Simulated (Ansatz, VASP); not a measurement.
# Two plane-wave programs on LuH2

```
Lu H
1.0
    -0.00344    2.48449    2.46941
     2.46906   -0.00376    2.49320
     2.50016    2.46002    0.00522
Lu H
1 2
Direct
  0.98377 0.02442 0.99255
  0.23410 0.27403 0.24253
  0.73380 0.77498 0.74150
```

Alike in both runs: functional PBEsol; k mesh 8 × 8 × 8; occupations gaussian, width 0.1 eV; no spin polarisation.

Ansatz relaxed the structure, and its values are those at the end. VASP's run is a single point on that final structure, the one shown.

|  | VASP | Ansatz |
| --- | --- | --- |
| version | VASP 6.6.1 | Ansatz 0.2.0 |
| potentials or method | VASP PAW PBE potentials, release 64 (Lu, H), cutoff 520 eV | scalar-relativistic, plane waves, PAW |
| valence electrons in the cell | 27 | 27 |

Ansatz gave:

```
gap on the k mesh at the Fermi level (eV) : none
pressure (GPa)                            : -0.1
rms of the force components (eV/Å)        : 0.006
```

Question: Which values does VASP return?

Answer: gap on the k mesh at the Fermi level (eV): none; pressure (GPa): 0.2; rms of the force components (eV/Å): 0.006.

VASP's potentials were made for PBE, not for PBEsol. A gap of «none» marks a metal or a gap that the smearing closes.

Neither program's run includes spin-orbit coupling.
